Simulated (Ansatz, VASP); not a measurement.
**Sb: VASP beside Ansatz**

File INCAR:

```
PREC = Accurate
ENCUT = 520
EDIFF = 1E-6
ISMEAR = -1
SIGMA = 0.05
LREAL = F
LASPH = T
NELM = 60
ALGO = Normal
ISIF = 2
LWAVE = F
LCHARG = T
GGA = PS
LELF = T
LVHAR = T
NBANDS = 12
```

The input KPOINTS:

```
regular mesh
0
Gamma
  9 9 9
```

File POSCAR:

```
Sb
1.0
    2.1683746945      1.2519117136      3.7749435520
   -2.1683746945      1.2519117136      3.7749435520
    0.0000000000     -2.5038234270      3.7749435520
Sb
2
Direct
    0.2336400000      0.2336400000      0.2336400000
    0.7663600000      0.7663600000      0.7663600000
```

Input for Ansatz:

```yaml
crystal:
  lattice:
    - [2.1683746945, 1.2519117136, 3.774943552]
    - [-2.1683746945, 1.2519117136, 3.774943552]
    - [0.0, -2.503823427, 3.774943552]
  atoms:
    - { symbol: Sb, position: [0.23364, 0.23364, 0.23364] }
    - { symbol: Sb, position: [0.76636, 0.76636, 0.76636] }
kpoints:
  mp_grid: { grid: [9, 9, 9] }
scf:
  occupations: { method: fermi_dirac, width: 0.05 }
hamiltonian:
  xc: pbesol
  pseudopotentials: { kind: all_electron, lapw: { basis_error: 0.0005 } }
output:
  forces: true
  stress: true
  eigenvalues: true
```

Change from the starting cell: volume scaled by 1.025.

Alike in both runs: task single point; functional PBEsol; k mesh 9 × 9 × 9; occupations fermi-dirac, width 0.05 eV; no spin polarisation.

```csv
,VASP,Ansatz
version,VASP 6.6.1,Ansatz 0.2.0
potentials or method,"VASP PAW PBE potentials, release 64 (Sb), cutoff 520 eV","all-electron LAPW, scalar-relativistic"
```

|  | VASP | Ansatz | Ansatz less VASP |
| --- | --- | --- | --- |
| pressure (GPa) | -0.8 | -1.0 | -0.15 |
| traceless stress, the component that is largest in VASP (GPa) | -0.20 | -0.15 | +0.044 |
| rms of the force components (eV/Å) | 0.041 | 0.012 | -0.0290 |

VASP's potentials were made for PBE, not for PBEsol. Atom by atom the forces differ by 0.029 eV/Å (rms over components). Ansatz ran all-electron here, and VASP with PAW potentials.

Spin-orbit coupling is off throughout.
